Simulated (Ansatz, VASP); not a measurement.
MgO: VASP beside Ansatz

File INCAR:

```
SYSTEM = MgO
ALGO = Normal
EDIFF = 1E-6
ENCUT = 600
GGA = PE
GGA_COMPAT = .FALSE.
ISIF = 2
ISMEAR = -1
LASPH = .TRUE.
LCHARG = .TRUE.
LELF = .TRUE.
LREAL = .FALSE.
LVHAR = .TRUE.
LWAVE = .FALSE.
NBANDS = 11
NELM = 120
PREC = Accurate
SIGMA = 0.1
```

File KPOINTS:

```
k-points
0
G
  8 8 8
  0 0 0
```

POSCAR

```
MgO
1.0
    0.0000000000      2.1782000000      2.1782000000
    2.1782000000      0.0000000000      2.1782000000
    2.1782000000      2.1782000000      0.0000000000
Mg O
1 1
Direct
    0.0000000000      0.0000000000      0.0000000000
    0.5000000000      0.5000000000      0.5000000000
```

Input for Ansatz:

```yaml
crystal:
  lattice:
    - [0.0, 2.1782, 2.1782]
    - [2.1782, 0.0, 2.1782]
    - [2.1782, 2.1782, 0.0]
  atoms:
    - { symbol: Mg, position: [0.0, 0.0, 0.0] }
    - { symbol: O, position: [0.5, 0.5, 0.5] }
hamiltonian:
  xc: pbe
  pseudopotentials: { kind: paw }
basis:
  ecutwfc: 420
kpoints:
  mp_grid: { grid: [8, 8, 8] }
scf:
  occupations: { method: fermi_dirac, width: 0.1 }
  lower_state_search: "off"
  algorithm: density_mixing
  max_iter: 100
  mixing: { algorithm: anderson, ndim: 1, beta: 0.05, preconditioner: none }
output:
  forces: true
  stress: true
```

Alike in both runs: task single point; functional PBE; k mesh 8 × 8 × 8; occupations fermi-dirac, width 0.1 eV; no spin polarisation.

|  | VASP | Ansatz |
| --- | --- | --- |
| version | VASP 6.6.1 | Ansatz 0.2.0 |
| potentials or method | VASP PAW PBE potentials, release 64 (Mg, O), cutoff 600 eV | PAW, plane waves, scalar-relativistic |
| valence electrons in the cell | 8 | 16 |

Ansatz gave:

| Property | Result |
| --- | --- |
| pressure (GPa) | -9.2 |

Question: Which values does VASP return?

Answer: Pressure (GPa): -10.2.

VASP's potentials hold 8 valence electrons a cell and Ansatz's 16, so a difference there can come from the potentials and not from the codes.
